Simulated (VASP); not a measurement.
# NaI (Fm-3m) in VASP: single point with PBE-based global hybrid with 75 % exact exchange

Aim: the single point of NaI with PBE-based global hybrid with 75 % exact exchange.

Everything below comes from runs of VASP 6.6.1. Logs are shortened: lines on timing, memory, paths and dates and some standing lists are left out, and cuts for length are marked.

## Step 1: The cell of the first run

Symmetry: Fm-3m, No. 225, cubic system. The conventional cell has a = 6.459 Å, b = 6.459 Å, c = 6.459 Å, α = 90.00°, β = 90.00°, γ = 90.00°. Na (site symmetry m-3m) has 6 I at 3.23 Å within 4.2 Å. Within 4.2 Å of I (site symmetry m-3m) lie 6 Na at 3.23 Å.

## Step 2: Single point, PBE-based global hybrid with 75 % exact exchange

Contents of POSCAR:

```
NaI
1.0
    0.0000000000      3.2296282834      3.2296282834
    3.2296282834      0.0000000000      3.2296282834
    3.2296282834      3.2296282834      0.0000000000
Na I
1 1
Direct
    0.0000000000      0.0000000000      0.0000000000
    0.5000000000      0.5000000000      0.5000000000
```

Contents of INCAR.step1:

```
SYSTEM = NaI
  ALGO = Normal
  EDIFF = 1E-5
  ENCUT = 520
  GGA = PE
  ISIF = 2
  ISMEAR = 0
  LASPH = .TRUE.
  LCHARG = .FALSE.
  LREAL = .FALSE.
  LWAVE = .TRUE.
  NBANDS = 14
  NELM = 100
  PREC = Accurate
  SIGMA = 0.01
```

Contents of INCAR.step2:

```
SYSTEM = NaI
  AEXX = 0.75
  ALGO = Normal
  EDIFF = 1E-6
  ENCUT = 520
  GGA = PE
  ISIF = 2
  ISMEAR = 0
  ISTART = 1
  LASPH = .TRUE.
  LCHARG = .FALSE.
  LHFCALC = .TRUE.
  LREAL = .FALSE.
  LWAVE = .FALSE.
  NBANDS = 14
  NELM = 100
  PREC = Accurate
  PRECFOCK = Normal
  SIGMA = 0.01
```

Contents of KPOINTS:

```
k-points
0
G
  4 4 4
  0 0 0
```

Potentials or basis: VASP PAW PBE potentials, release 64 (Na_pv, I).

Launch:

```
$ cat potpaw_PBE.64/Na_pv/POTCAR potpaw_PBE.64/I/POTCAR > POTCAR
$ cp INCAR.step1 INCAR
$ mpirun -np 1 vasp_std > vasp.out
$ cp INCAR.step2 INCAR
$ mpirun -np 1 vasp_std > vasp.out
```

OUTCAR:

```text
SYSTEM = NaI
   AEXX = 0.75
   EDIFF = 1E-6
   ENCUT = 520
   GGA = PE
   ISIF = 2
   ISMEAR = 0
   ISTART = 1
   LASPH = .TRUE.
   LHFCALC = .TRUE.
   LREAL = .FALSE.
   NELM = 100
   PREC = Accurate
   PRECFOCK = Normal

 ion  position               nearest neighbor table
   1  0.000  0.000  0.000-
   2  0.500  0.500  0.500-

  LATTYP: Found a face centered cubic cell.
 ALAT       =     6.4592565668

  Lattice vectors:

 A1 = (   0.0000000000,   3.2296282834,   3.2296282834)
 A2 = (   3.2296282834,   0.0000000000,   3.2296282834)
 A3 = (   3.2296282834,   3.2296282834,   0.0000000000)

Analysis of symmetry for initial positions (statically):
=====================================================================
 Subroutine PRICEL returns:
 Original cell was already a primitive cell.

 Routine SETGRP: Setting up the symmetry group for a
 face centered cubic supercell.

 Subroutine GETGRP returns: Found 48 space group operations
 (whereof 48 operations were pure point group operations)
 out of a pool of 48 trial point group operations.

The static configuration has the point symmetry O_h .

Analysis of symmetry for dynamics (positions and initial velocities):
=====================================================================
 Subroutine PRICEL returns:
 Original cell was already a primitive cell.

 Routine SETGRP: Setting up the symmetry group for a
 face centered cubic supercell.

 Subroutine GETGRP returns: Found 48 space group operations
 (whereof 48 operations were pure point group operations)
 out of a pool of 48 trial point group operations.

The dynamic configuration has the point symmetry O_h .

 Subroutine INISYM returns: Found 48 space group operations
 (whereof 48 operations are pure point group operations),
 and found     1 'primitive' translations

----------------------------------------------------------------------------------------

                                     Primitive cell

  volume of cell :      67.3733

  direct lattice vectors                    reciprocal lattice vectors
     0.000000000  3.229628283  3.229628283    -0.154816578  0.154816578  0.154816578
     3.229628283  0.000000000  3.229628283     0.154816578 -0.154816578  0.154816578
     3.229628283  3.229628283  0.000000000     0.154816578  0.154816578 -0.154816578

  length of vectors
     4.567384120  4.567384120  4.567384120     0.268150179  0.268150179  0.268150179

  position of ions in fractional coordinates (direct lattice)
     0.000000000  0.000000000  0.000000000
     0.500000000  0.500000000  0.500000000

  ion indices of the primitive-cell ions
   primitive index   ion index
                 1           1
[... 78 lines left out ...]
  Fermi-wavevector in a.u.,A,eV,Ry     =   0.969665  1.832401 12.792876  0.940250
  Thomas-Fermi vector in A             =   2.099736
   LORBIT       =      0    0 simple, 1 ext, 2 COOP (PROOUT), +10 PAW based schemes
   GGA     = PE    functional components
   LHFCALC =     T    Hartree Fock is set to
   PRECFOCK=normal    Normal, Fast or Accurate (Low or Medium for compatibility)
   ENCUT4O =  -1.0   cutoff for four orbital integrals eV
   NKREDX  =     1    reduce k-point grid by
   NKREDY  =     1    reduce k-point grid by
   NKREDZ  =     1    reduce k-point grid by
   AEXX    =    0.7500 exact exchange contribution
   HFSCREEN=    0.0000 screening length (either q_TF or 0.3 A-1)
   HFSCREENC=   0.0000 screening length for correlation (either q_TF or 0.3 A-1)
   ENCUTFOCK=  -1.0 apply spherical cutoff to Coloumb kernel
   IVDW    =     0    specifies the selected vdW correction
   LEPSILON=     F    determine dielectric tensor
   LRPA    =     F    only Hartree local field effects (RPA)
 non-spin polarized calculation
 Gauss-broadening in eV      SIGMA  =   0.01
  energy-cutoff  :      520.00
  volume of cell :       67.37
 maximum number of plane-waves:      1837
 NGX is ok and might be reduce to    36
  NGX = 28; NGY = 28; NGZ = 28

 number of electron      13.9999994 magnetization

 Free energy of the ion-electron system (eV)
  ---------------------------------------------------
  ext. energy  EPLUGINS =         0.00000000
  ---------------------------------------------------
  free energy    TOTEN  =        -9.86281096 eV

  energy without entropy =       -9.86281096  energy(sigma->0) =       -9.86281096

 E-fermi :  -2.3801     XC(G=0):  -2.8902

 val. band max:       -2.5347482348   @ k =   0.0000   0.0000   0.0000
 cond. band min:       6.4369715195   @ k =   0.0000   0.0000   0.0000
 fundamental gap:      8.9717197543
 Fermi energy:        -2.3801434261

 k-point     1 :       0.0000    0.0000    0.0000
  band No.  band energies     occupation
      1     -32.0856      2.00000
      2     -32.0856      2.00000
      3     -32.0856      2.00000
      4     -16.4339      2.00000
      5      -2.5348      2.00000
      6      -2.5348      2.00000
      7      -2.5347      2.00000
      8       6.4370      0.00000
      9      10.9286      0.00000
     10      10.9286      0.00000
     11      10.9286      0.00000
     12      13.1863      0.00000
     13      13.1863      0.00000
     14      13.3622      0.00000
[... 105 lines left out ...]
      1     -32.0885      2.00000
      2     -32.0885      2.00000
      3     -32.0870      2.00000
      4     -15.8519      2.00000
      5      -4.3138      2.00000
      6      -4.3138      2.00000
      7      -3.6486      2.00000
      8       8.9098      0.00000
      9      10.3673      0.00000
     10      10.3673      0.00000
     11      11.1376      0.00000
     12      15.7028      0.00000
     13      15.7028      0.00000
     14      16.6475      0.00000

------------------------ aborting loop because EDIFF is reached ----------------------------------------

  FORCE on cell =-STRESS in cart. coord.  units (eV):
  Direction    XX          YY          ZZ          XY          YZ          ZX
  --------------------------------------------------------------------------------------
  -------------------------------------------------------------------------------------
  Total       -0.2645564     -0.2645564     -0.2645564     -0.0000000      0.0000000      0.0000000
  in kB       -6.2913125     -6.2913125     -6.2913125     -0.0000000      0.0000000      0.0000000
  external PRESSURE =      -6.2913125 kB  Pullay stress =       0.0000000 kB

 VOLUME and BASIS-vectors are now :
 -----------------------------------------------------------------------------
  energy-cutoff  :      520.00
  volume of cell :       67.37
      direct lattice vectors                 reciprocal lattice vectors
     0.000000000  3.229628283  3.229628283    -0.154816578  0.154816578  0.154816578
     3.229628283  0.000000000  3.229628283     0.154816578 -0.154816578  0.154816578
     3.229628283  3.229628283  0.000000000     0.154816578  0.154816578 -0.154816578

 POSITION                                       TOTAL-FORCE (eV/Angst)
 -----------------------------------------------------------------------------------
      0.00000      0.00000      0.00000         0.000000     -0.000000     -0.000000
      3.22963      3.22963      3.22963        -0.000000      0.000000      0.000000
 -----------------------------------------------------------------------------------
    total drift:                                0.000000      0.000000      0.000000

  FREE ENERGIE OF THE ION-ELECTRON SYSTEM (eV)
  ---------------------------------------------------
  free  energy   TOTEN  =        -9.8628109605 eV

  energy  without entropy=       -9.8628109605  energy(sigma->0) =       -9.86281096
```

OUTCAR.step1:

```text
SYSTEM = NaI
   EDIFF = 1E-5
   ENCUT = 520
   GGA = PE
   ISIF = 2
   ISMEAR = 0
[... 340 lines left out ...]
      0.00000      0.00000      0.00000         0.000000      0.000000     -0.000000
      3.22963      3.22963      3.22963        -0.000000     -0.000000      0.000000
 -----------------------------------------------------------------------------------
    total drift:                                0.000000      0.000000      0.000000

  FREE ENERGIE OF THE ION-ELECTRON SYSTEM (eV)
  ---------------------------------------------------
  free  energy   TOTEN  =        -5.3779358133 eV

  energy  without entropy=       -5.3779358133  energy(sigma->0) =       -5.37793581
```

OSZICAR.step1:

```text
N       E                     dE             d eps       ncg     rms          rms(c)
DAV:   1     0.860493337284E+02    0.86049E+02   -0.64769E+03   224   0.876E+02
DAV:   2     0.817174262957E+00   -0.85232E+02   -0.80674E+02   242   0.228E+02
DAV:   3    -0.529728210422E+01   -0.61145E+01   -0.60799E+01   302   0.591E+01
DAV:   4    -0.544308862741E+01   -0.14581E+00   -0.14578E+00   270   0.953E+00
DAV:   5    -0.544600132511E+01   -0.29127E-02   -0.29127E-02   310   0.125E+00    0.163E+00
DAV:   6    -0.538454943851E+01    0.61452E-01   -0.69690E-02   248   0.155E+00    0.111E+00
DAV:   7    -0.537584933182E+01    0.87001E-02   -0.64670E-02   278   0.131E+00    0.618E-01
DAV:   8    -0.537795486729E+01   -0.21055E-02   -0.52879E-03   242   0.582E-01    0.182E-01
DAV:   9    -0.537791920109E+01    0.35666E-04   -0.21267E-04   278   0.128E-01    0.387E-02
DAV:  10    -0.537793493630E+01   -0.15735E-04   -0.36764E-05   266   0.613E-02    0.986E-03
DAV:  11    -0.537793581330E+01   -0.87700E-06   -0.39126E-06   246   0.206E-02
   1 F= -.53779358E+01 E0= -.53779358E+01  d E =-.642931E-12
```

It took 18 min on 1 thread of Intel Xeon 8259CL, shared host; peak memory 0.22 GiB.

Results:

| Quantity | Value |
| --- | --- |
| Free energy | -9.8628 eV |
| Pressure | -0.6 GPa |
| Band gap on the k mesh | 8.97 eV |

Levels at points of the mesh, in eV from the valence-band top:
| k point | band 5 | band 6 | band 7 | band 8 | band 9 | band 10 |
| --- | --- | --- | --- | --- | --- | --- |
| (0.00, 0.00, 0.00) | 0.00 | 0.00 | 0.00 | 8.97 | 13.46 | 13.46 |
| (0.50, 0.00, 0.00) | -2.72 | -0.36 | -0.36 | 10.26 | 13.03 | 13.03 |
| (0.50, 0.50, 0.00) | -2.43 | -0.95 | -0.95 | 9.92 | 10.63 | 15.79 |

Caveat: the k points lie up to 0.42 Å⁻¹ apart; the PAW data sets were made with another functional, which shifts forces and pressure a little; spin-orbit coupling is left out, which moves the levels of the heavy elements.
